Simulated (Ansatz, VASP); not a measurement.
# AlW3 in VASP and in Ansatz

```
Al W
1.0
     3.30501    0.00000    0.00000
     0.00000    3.30501    0.00000
     0.00000    0.00000    5.79142
Al W
1 3
Direct
  0.00000 0.00000 0.00000
  0.50000 0.50000 0.75838
  0.00000 0.00000 0.50000
  0.50000 0.50000 0.24162
```

Change from the starting cell: species swapped into the Tb3Mg type (P4/mmm, No. 123).

Alike in both runs: functional PBE; k mesh 6 × 6 × 2; occupations gaussian, width 0.1 eV; no spin polarisation.

Ansatz relaxed the structure, and its values are those at the end. VASP's run is a single point on that final structure, the one shown.

|  | VASP | Ansatz |
| --- | --- | --- |
| version | VASP 6.6.1 | Ansatz 0.2.0 |
| potentials or method | VASP PAW PBE potentials, release 64 (Al, W_sv), cutoff 520 eV | scalar-relativistic, plane waves, PAW |
| valence electrons in the cell | 45 | 45 |

VASP gave:

| Property | Result |
| --- | --- |
| gap on the k mesh at the Fermi level (eV) | none |
| pressure (GPa) | 0.2 |
| rms of the force components (eV/Å) | 0.009 |

Problem. Estimate Ansatz's values.

Solution. gap on the k mesh at the Fermi level (eV): none; pressure (GPa): 0.0; rms of the force components (eV/Å): 0.003.

A gap of «none» marks a metal or a gap that the smearing closes. The functional is the same, so the differences come from potentials, cutoffs and numerics.

The k mesh is coarse, so the values compare programs but aren't converged. Neither program's run includes spin-orbit coupling.
